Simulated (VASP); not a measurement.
# Mg4H in VASP: a series of runs

Mg4H is run at these levels: PBEsol; tasks: single point, relaxation of the atoms.

Program: VASP 6.6.1. These are calculated values, not measurements. Logs are shortened: lines on timing, memory, paths and dates and some standing lists are left out, and cuts for length are marked.

### Step 1. The cell of the first run

The cell holds a slab with vacuum, 5 atoms: a = 3.188 Å, b = 5.108 Å, c = 19.136 Å, α = 90.00°, β = 90.00°, γ = 90.00°.

### Step 2. Single point, PBEsol

The input, INCAR:

```
ALGO = Normal ; DIPOL = 0.5 0.5 0.342
EDIFF = 1E-6 ; ENCUT = 520
GGA = PS ; IDIPOL = 3
ISIF = 2 ; ISMEAR = 0
LASPH = T ; LCHARG = F
LDIPOL = T ; LREAL = F
LWAVE = F ; NBANDS = 12
NELM = 60 ; PREC = Accurate
SIGMA = 0.1
```

The input, KPOINTS:

```
k-points
0
Gamma
  8 5 1
```

The input, POSCAR:

```
Mg4H
1.0
    3.1881999939      0.0000000000      0.0000000000
    0.0000000000      5.1084658709      0.0000000000
    0.0000000000      0.0000000000     19.1358427726
Mg H
4 1
Direct
    0.0000000000      0.7500000000      0.2090318178
    0.5000000000      0.2500000000      0.2571276385
    0.5000000000      0.7500000000      0.3576109084
    0.0000000000      0.2500000000      0.3990335238
    0.1250000000      0.2500000000      0.4871209617
```

Potentials or basis: VASP PAW PBE potentials, release 64 (Mg, H).

On the command line:

```sh
> cat potpaw_PBE.64/Mg/POTCAR potpaw_PBE.64/H/POTCAR > POTCAR
> mpirun -np 1 vasp_std > vasp.out
```

OUTCAR:

```text
EDIFF = 1E-6
   ENCUT = 520
   GGA = PS
   ISIF = 2
   ISMEAR = 0
   LASPH = T
   LREAL = F
   NELM = 60
   PREC = Accurate

 ion  position               nearest neighbor table
   1  0.000  0.750  0.209-   2 3.15   2 3.15   2 3.15   2 3.15   3 3.26   3 3.26
   2  0.500  0.250  0.257-   1 3.15   1 3.15   1 3.15   1 3.15   4 3.15   4 3.15   3 3.20   3 3.20

   3  0.500  0.750  0.358-   4 3.11   4 3.11   4 3.11   4 3.11   2 3.20   2 3.20   1 3.26   1 3.26

   4  0.000  0.250  0.399-   5 1.73   3 3.11   3 3.11   3 3.11   3 3.11   2 3.15   2 3.15
   5  0.125  0.250  0.487-   4 1.73

  LATTYP: Found a simple orthorhombic cell.
 ALAT       =     3.1881999939
 B/A-ratio  =     1.6023040840
 C/A-ratio  =     6.0020835610

  Lattice vectors:

 A1 = (   3.1881999939,   0.0000000000,   0.0000000000)
 A2 = (   0.0000000000,   5.1084658709,   0.0000000000)
 A3 = (   0.0000000000,   0.0000000000,  19.1358427726)

Analysis of symmetry for initial positions (statically):
=====================================================================
 Subroutine PRICEL returns:
 Original cell was already a primitive cell.

 Routine SETGRP: Setting up the symmetry group for a
 simple orthorhombic supercell.

 Subroutine GETGRP returns: Found  2 space group operations
 (whereof  1 operations were pure point group operations)
 out of a pool of  8 trial point group operations.

The static configuration has the point symmetry C_1 .
 The point group associated with its full space group is C_1h.

Analysis of symmetry for dynamics (positions and initial velocities):
=====================================================================
 Subroutine PRICEL returns:
 Original cell was already a primitive cell.

 Routine SETGRP: Setting up the symmetry group for a
 simple orthorhombic supercell.

 Subroutine GETGRP returns: Found  2 space group operations
 (whereof  1 operations were pure point group operations)
 out of a pool of  8 trial point group operations.

The dynamic configuration has the point symmetry C_1 .
 The point group associated with its full space group is C_1h.

 Subroutine INISYM returns: Found  2 space group operations
 (whereof  1 operations are pure point group operations),
 and found     1 'primitive' translations

----------------------------------------------------------------------------------------

                                     Primitive cell

  volume of cell :     311.6619

  direct lattice vectors                    reciprocal lattice vectors
     3.188199994  0.000000000  0.000000000     0.313656609  0.000000000  0.000000000
     0.000000000  5.108465871  0.000000000     0.000000000  0.195753486  0.000000000
     0.000000000  0.000000000 19.135842773     0.000000000  0.000000000  0.052257954

  length of vectors
     3.188199994  5.108465871 19.135842773     0.313656609  0.195753486  0.052257954

  position of ions in fractional coordinates (direct lattice)
     0.000000000  0.750000000  0.209031818
     0.500000000  0.250000000  0.257127639
     0.500000000  0.750000000  0.357610908
     0.000000000  0.250000000  0.399033524
     0.125000000  0.250000000  0.487120962

  ion indices of the primitive-cell ions
   primitive index   ion index
                 1           1
                 2           2
                 3           3
                 4           4
                 5           5

----------------------------------------------------------------------------------------

 KPOINTS: k-points

Automatic generation of k-mesh.
 Grid dimensions read from file:
 generate k-points for:    8    5    1

 Generating k-lattice:

  Cartesian coordinates                     Fractional coordinates (reciprocal lattice)
     0.039207076  0.000000000  0.000000000     0.125000000  0.000000000  0.000000000
     0.000000000  0.039150697  0.000000000     0.000000000  0.200000000  0.000000000
     0.000000000  0.000000000  0.052257954     0.000000000  0.000000000  1.000000000

  Length of vectors
     0.039207076  0.039150697  0.052257954

  Shift w.r.t. Gamma in fractional coordinates (k-lattice)
     0.000000000  0.000000000  0.000000000

 Subroutine IBZKPT returns following result:
 ===========================================

 Found     15 irreducible k-points:

 Following reciprocal coordinates:
            Coordinates               Weight
  0.000000  0.000000  0.000000      1.000000
  0.125000  0.000000  0.000000      2.000000
  0.250000  0.000000  0.000000      2.000000
  0.375000  0.000000  0.000000      2.000000
  0.500000  0.000000  0.000000      1.000000
  0.000000  0.200000  0.000000      2.000000
  0.125000  0.200000  0.000000      4.000000
  0.250000  0.200000  0.000000      4.000000
  0.375000  0.200000  0.000000      4.000000
  0.500000  0.200000  0.000000      2.000000
  0.000000  0.400000  0.000000      2.000000
  0.125000  0.400000  0.000000      4.000000
  0.250000  0.400000  0.000000      4.000000
  0.375000  0.400000  0.000000      4.000000
  0.500000  0.400000  0.000000      2.000000
   k-points           NKPTS =     15   k-points in BZ     NKDIM =     15   number of bands    NBANDS=     12
   number of dos      NEDOS =    301   number of ions     NIONS =      5
   total plane-waves  NPLWV = 138240
   dimension x,y,z NGX =    24 NGY =   40 NGZ =  144
   dimension x,y,z NGXF=    48 NGYF=   80 NGZF=  288
   ions per type =               4   1
   NGX,Y,Z   is equivalent  to a cutoff of  12.51, 13.02, 12.51 a.u.
   NGXF,Y,Z  is equivalent  to a cutoff of  25.03, 26.03, 25.02 a.u.
 SYSTEM =  unknown system
   PREC   = accura    normal or accurate (medium, high low for compatibility)
   ISTART =      0    job   : 0-new  1-cont  2-samecut
   ICHARG =      2    charge: 1-file 2-atom 10-const
   ISPIN  =      1    spin polarized calculation?
   LNONCOLLINEAR =      F non collinear calculations
   LSORBIT =      F    spin-orbit coupling
   LASPH  =      T    aspherical Exc in radial PAW
   ENCUT  =  520.0 eV  38.22 Ry    6.18 a.u.   5.93  9.50 35.58*2*pi/ulx,y,z
   NELM   =     60;   NELMIN=  2; NELMDL= -5     # of ELM steps
   EDIFF  = 0.1E-05   stopping-criterion for ELM
   LREAL  =      F    real-space projection
   EDIFFG = 0.1E-04   stopping-criterion for IOM
   NSW    =      0    number of steps for IOM
   IBRION =     -1    ionic relax: 0-MD 1-quasi-New 2-CG
   NFREE  =      0    steps in history (QN), initial steepest desc. (CG)
   ISIF   =      2    stress and relaxation
   ISYM   =      2    0-nonsym 1-usesym 2-fastsym
   POTIM  = 0.5000    time-step for ionic-motion
   TEBEG  =    0.0;   TEEND  =   0.0 temperature during run
   PSTRESS=    0.0 pullay stress
   NELECT =       9.0000    total number of electrons
   NUPDOWN=      -1.0000    fix difference up-down
   EMIN   =  10.00;   EMAX   =-10.00  energy-range for DOS
   EFERMI =   0.00;   METHOD = LEGACY
   ISMEAR =     0;   SIGMA  =   0.10  broadening in eV -4-tet -1-fermi 0-gaus
   EFERMI_NEDOS =   21; number of points for ismear=-14 and -15
   IALGO  =     38    algorithm
   IMIX   =      4    mixing-type and parameters
     AMIX     =   0.40;   BMIX     =  1.00
     AMIX_MAG =   1.60;   BMIX_MAG =  1.00
  volume/ion in A,a.u.               =      62.33       420.64
  Fermi-wavevector in a.u.,A,eV,Ry     =   0.502259  0.949132  3.432262  0.252264
  Thomas-Fermi vector in A             =   1.511186
   LORBIT       =      0    0 simple, 1 ext, 2 COOP (PROOUT), +10 PAW based schemes
   GGA     = PS    functional components
   LHFCALC =     F    Hartree Fock is set to
   AEXX    =    0.0000 exact exchange contribution
   IVDW    =     0    specifies the selected vdW correction
   LEPSILON=     F    determine dielectric tensor
   LRPA    =     F    only Hartree local field effects (RPA)
 non-spin polarized calculation
 Gauss-broadening in eV      SIGMA  =   0.10
  energy-cutoff  :      520.00
  volume of cell :      311.66
 maximum number of plane-waves:      8432
 NGX is ok and might be reduce to    24
   NGX = 11   NGY = 19   NGZ = 71

 number of electron       9.0000000 magnetization

 dipolmoment           0.000000      0.000000      0.238587 electrons x Angstroem

 Free energy of the ion-electron system (eV)
  ---------------------------------------------------
  ext. energy  EPLUGINS =         0.00000000
  ---------------------------------------------------
  free energy    TOTEN  =        -7.99777508 eV

  energy without entropy =       -7.98468732  energy(sigma->0) =       -7.99123120

 E-fermi :  -2.4568     XC(G=0):  -3.5019

 val. band max:       -2.6325917724   @ k =   0.0000   0.0000   0.0000
 cond. band min:      -2.4291609324   @ k =   0.1250   0.2000   0.0000
 fundamental gap:      0.2034308400
 Fermi energy:        -2.4567669680

 k-point     1 :       0.0000    0.0000    0.0000
  band No.  band energies     occupation
      1      -8.5820      2.00000
      2      -6.5726      2.00000
      3      -4.5522      2.00000
      4      -3.2596      2.00000
      5      -2.6326      1.98710
      6      -2.1776      0.00008
      7      -1.2066      0.00000
      8      -0.4106      0.00000
      9       0.5903      0.00000
     10       1.8377      0.00000
     11       2.0793      0.00000
     12       2.5518      0.00000

 k-point     2 :       0.1250    0.0000    0.0000
  band No.  band energies     occupation
      1      -8.3520      2.00000
      2      -6.3530      2.00000
      3      -4.3729      2.00000
      4      -3.0486      2.00000
      5      -2.4154      0.55815
      6      -1.9897      0.00000
      7      -0.9972      0.00000
      8      -0.2317      0.00000
      9       0.7339      0.00000
     10       1.8539      0.00000
     11       2.2996      0.00000
     12       2.5688      0.00000
[... 181 lines left out ...]
 k-point    15 :       0.5000    0.4000    0.0000
  band No.  band energies     occupation
      1      -4.2916      2.00000
      2      -4.0910      2.00000
      3      -3.5648      2.00000
      4      -3.1003      2.00000
      5      -2.8473      2.00000
      6      -1.6464      0.00000
      7      -1.3780      0.00000
      8      -0.7067      0.00000
      9      -0.1972      0.00000
     10       1.0186      0.00000
     11       1.2812      0.00000
     12       2.0311      0.00000

------------------------ aborting loop because EDIFF is reached ----------------------------------------

 vacuum level on the upper side and lower side of the slab       (xc-potential included)         1.185        -1.391

  FORCE on cell =-STRESS in cart. coord.  units (eV):
  Direction    XX          YY          ZZ          XY          YZ          ZX
  --------------------------------------------------------------------------------------
  -------------------------------------------------------------------------------------
  Total        0.3771065     -0.3260240     -0.7912824      0.0000000      0.0000000      0.2900959
  in kB        1.9386124     -1.6760095     -4.0677894      0.0000000      0.0000000      1.4913123
  external PRESSURE =      -1.2683955 kB  Pullay stress =       0.0000000 kB

 VOLUME and BASIS-vectors are now :
 -----------------------------------------------------------------------------
  energy-cutoff  :      520.00
  volume of cell :      311.66
      direct lattice vectors                 reciprocal lattice vectors
     3.188199994  0.000000000  0.000000000     0.313656609  0.000000000  0.000000000
     0.000000000  5.108465871  0.000000000     0.000000000  0.195753486  0.000000000
     0.000000000  0.000000000 19.135842773     0.000000000  0.000000000  0.052257954

 POSITION                                       TOTAL-FORCE (eV/Angst)
 -----------------------------------------------------------------------------------
      0.00000      3.83135      4.00000         0.014473      0.000000      0.288541
      1.59410      1.27712      4.92035         0.031722      0.000000     -0.030162
      1.59410      3.83135      6.84319        -0.022025      0.000000     -0.194713
      0.00000      1.27712      7.63584        -0.268301      0.000000     -0.073890
      0.39852      1.27712      9.32147         0.244130      0.000000      0.010224
 -----------------------------------------------------------------------------------
    total drift:                                0.000116     -0.000000      0.000029

  FREE ENERGIE OF THE ION-ELECTRON SYSTEM (eV)
  ---------------------------------------------------
  free  energy   TOTEN  =        -7.9977750812 eV

  energy  without entropy=       -7.9846873152  energy(sigma->0) =       -7.99123120

 vacuum level on the upper side and lower side of the slab         3.392         0.709
```

Wall time 74 s (1 thread of Intel Xeon Platinum 8559C (Emerald Rapids), shared host); peak memory 0.35 GiB.

Results:

```
Free energy            : -7.9978 eV
Largest force          : 0.289 eV/Å
Band gap on the k mesh : zero (an odd number of electrons rules out a gap without spin polarisation)
```

Forces on the atoms (eV/Å):
```
Mg   0.014  0.000  0.289
Mg   0.032  0.000 -0.030
Mg  -0.022  0.000 -0.195
Mg  -0.268  0.000 -0.074
H    0.244  0.000  0.010
```

Levels at points of the mesh, in eV from the Fermi level:
```
           k point  band 1  band 2  band 3  band 4  band 5  band 6  band 7  band 8
(0.00, 0.00, 0.00)   -6.13   -4.12   -2.10   -0.80   -0.18    0.28    1.25    2.05
(0.50, 0.00, 0.00)   -2.59   -2.49   -1.32   -0.41    0.48    2.44    2.61    2.74
```

Caveat: the PAW data sets were made with another functional, which shifts forces and pressure a little.

### Step 3. Single point, PBEsol

The input, INCAR:

```
SYSTEM = Mg4H
  PREC = Accurate
  ENCUT = 520
  EDIFF = 1E-7
  ISMEAR = 0
  SIGMA = 0.1
  LREAL = .FALSE.
  LASPH = .TRUE.
  NELM = 80
  ALGO = Normal
  ISIF = 2
  LWAVE = .FALSE.
  LCHARG = .FALSE.
  LDIPOL = .TRUE.
  IDIPOL = 3
  DIPOL = 0.5 0.5 0.327
  GGA = PS
  NBANDS = 12
```

The input, KPOINTS:

```
Automatic mesh
0
G
  8 5 1
  0 0 0
```

POSCAR, as its differences from that of step 2:

```diff
@@ -12,2 +12,2 @@
     0.0000000000      0.2500000000      0.3990335238
-    0.1250000000      0.2500000000      0.4871209617
+    0.0000000000      0.6250000000      0.4143324113
```

Potentials or basis: VASP PAW PBE potentials, release 64 (Mg, H).

On the command line:

```sh
> cat potpaw_PBE.64/Mg/POTCAR potpaw_PBE.64/H/POTCAR > POTCAR
> mpirun -np 1 vasp_std > vasp.out
```

OUTCAR:

```text
SYSTEM = Mg4H
   PREC = Accurate
   ENCUT = 520
   EDIFF = 1E-7
   ISMEAR = 0
   LREAL = .FALSE.
   LASPH = .TRUE.
   NELM = 80
   ISIF = 2
   GGA = PS

 ion  position               nearest neighbor table
   1  0.000  0.750  0.209-   2 3.15   2 3.15   2 3.15   2 3.15   3 3.26   3 3.26
   2  0.500  0.250  0.257-   1 3.15   1 3.15   1 3.15   1 3.15   4 3.15   4 3.15   3 3.20   3 3.20

   3  0.500  0.750  0.358-   5 2.03   5 2.03   4 3.11   4 3.11   4 3.11   4 3.11   2 3.20   2 3.20
                             1 3.26   1 3.26
   4  0.000  0.250  0.399-   5 1.94   3 3.11   3 3.11   3 3.11   3 3.11   2 3.15   2 3.15
[... 427 lines left out ...]
  -------------------------------------------------------------------------------------
  Total       -1.8404209     -0.4978396     -0.3424133      0.0000000      0.3666561      0.0000000
  in kB       -9.4611536     -2.5592714     -1.7602633      0.0000000      1.8848895      0.0000000
  external PRESSURE =      -4.5935628 kB  Pullay stress =       0.0000000 kB

 VOLUME and BASIS-vectors are now :
 -----------------------------------------------------------------------------
  energy-cutoff  :      520.00
  volume of cell :      311.66
      direct lattice vectors                 reciprocal lattice vectors
     3.188199994  0.000000000  0.000000000     0.313656609  0.000000000  0.000000000
     0.000000000  5.108465871  0.000000000     0.000000000  0.195753486  0.000000000
     0.000000000  0.000000000 19.135842773     0.000000000  0.000000000  0.052257954

 POSITION                                       TOTAL-FORCE (eV/Angst)
 -----------------------------------------------------------------------------------
      0.00000      3.83135      4.00000         0.000000     -0.068439      0.170288
      1.59410      1.27712      4.92035         0.000000     -0.027736     -0.115439
      1.59410      3.83135      6.84319         0.000000      0.005093      0.020703
      0.00000      1.27712      7.63584         0.000000     -0.067219     -0.048958
      0.00000      3.19279      7.92860         0.000000      0.158301     -0.026594
 -----------------------------------------------------------------------------------
    total drift:                                0.000000      0.000073      0.000061

  FREE ENERGIE OF THE ION-ELECTRON SYSTEM (eV)
  ---------------------------------------------------
  free  energy   TOTEN  =        -8.8527568446 eV

  energy  without entropy=       -8.8447567271  energy(sigma->0) =       -8.84875679

 vacuum level on the upper side and lower side of the slab         1.775         1.951
```

OSZICAR:

```text
N       E                     dE             d eps       ncg     rms          rms(c)
DAV:   1     0.159073247998E+02    0.15907E+02   -0.21729E+03   360   0.432E+02
DAV:   2    -0.785799840573E+01   -0.23765E+02   -0.22454E+02   536   0.677E+01
DAV:   3    -0.946930053857E+01   -0.16113E+01   -0.15962E+01   464   0.178E+01
[... 16 lines left out ...]
DAV:  20    -0.885275594189E+01   -0.15452E-05   -0.11239E-07   420   0.128E-03    0.166E-04
DAV:  21    -0.885275652066E+01   -0.57877E-06   -0.56305E-08   392   0.730E-04    0.140E-04
DAV:  22    -0.885275668743E+01   -0.16676E-06   -0.11505E-08   380   0.360E-04    0.784E-05
DAV:  23    -0.885275682309E+01   -0.13566E-06   -0.10526E-08   376   0.288E-04    0.327E-05
DAV:  24    -0.885275684463E+01   -0.21542E-07   -0.16982E-09   340   0.115E-04
   1 F= -.88527568E+01 E0= -.88487568E+01  d E =-.800012E-02
```

Wall time 98 s (1 thread of Intel Xeon Platinum 8559C (Emerald Rapids), shared host); peak memory 0.36 GiB.

What came out:

```
Free energy            : -8.8528 eV
Largest force          : 0.184 eV/Å
Band gap on the k mesh : zero (an odd number of electrons rules out a gap without spin polarisation)
```

Forces on the atoms (eV/Å):
```
Mg   0.000 -0.068  0.170
Mg   0.000 -0.028 -0.115
Mg   0.000  0.005  0.021
Mg   0.000 -0.067 -0.049
H    0.000  0.158 -0.027
```

Levels at points of the mesh, in eV from the Fermi level:
```csv
k point,band 3,band 4,band 5,band 6,band 7,band 8
"(0.00, 0.00, 0.00)",-2.21,-1.07,-0.58,0.53,1.34,1.51
"(0.50, 0.00, 0.00)",-1.68,-0.70,1.29,2.24,2.34,2.44
```

Caveat: the PAW data sets were made with another functional, which shifts forces and pressure a little.

### Step 4. Single point, PBEsol

The input, INCAR:

```
SYSTEM = Mg4H
  PREC = Accurate
  ENCUT = 520
  EDIFF = 1E-6
  ISMEAR = 0
  SIGMA = 0.1
  LREAL = .FALSE.
  LASPH = .TRUE.
  NELM = 60
  ALGO = Normal
  ISIF = 2
  LWAVE = .FALSE.
  LCHARG = .TRUE.
  LDIPOL = .TRUE.
  IDIPOL = 3
  DIPOL = 0.5 0.5 0.338
  GGA = PS
  LELF = .TRUE.
  LVHAR = .TRUE.
  LVACPOTAV = .TRUE.
  NBANDS = 12
```

The input, KPOINTS:

```
regular mesh
0
G
  8 5 1
  0 0 0
```

POSCAR, as its differences from that of step 3:

```diff
@@ -12,2 +12,2 @@
     0.0000000000      0.2500000000      0.3990335238
-    0.0000000000      0.6250000000      0.4143324113
+    0.3750000000      0.2500000000      0.4650873154
```

On the command line:

```sh
> cat potpaw_PBE.64/Mg/POTCAR potpaw_PBE.64/H/POTCAR > POTCAR
> mpirun -np 1 vasp_std > vasp.out
```

Run time: 97 s. Hardware: 1 thread of Intel Xeon Platinum 8559C (Emerald Rapids), shared host; peak memory 0.35 GiB.

It converged, with:

```yaml
Free_energy: -8.4169 eV
Largest_force: 0.858 eV/Å
Band_gap_on_the_k_mesh: zero (an odd number of electrons rules out a gap without spin polarisation)
```

Forces on the atoms (eV/Å):
```
Mg   0.025  0.000  0.267
Mg   0.049  0.000 -0.158
Mg  -0.027  0.000 -0.197
Mg  -0.855  0.000  0.070
H    0.809  0.000  0.017
```

Levels at points of the mesh, in eV from the Fermi level:
| k point | band 2 | band 3 | band 4 | band 5 | band 6 | band 7 | band 8 | band 9 |
| --- | --- | --- | --- | --- | --- | --- | --- | --- |
| (0.00, 0.00, 0.00) | -4.61 | -2.40 | -0.81 | -0.21 | 0.47 | 1.18 | 1.96 | 3.22 |
| (0.50, 0.00, 0.00) | -2.42 | -1.88 | -0.23 | 0.56 | 2.43 | 2.50 | 2.75 | 3.16 |

Caveat: the PAW data sets were made with another functional, which shifts forces and pressure a little.

[end of part 1 of 2]

The gap in the log of VASP goes by the Fermi energy; the results here count the filled bands.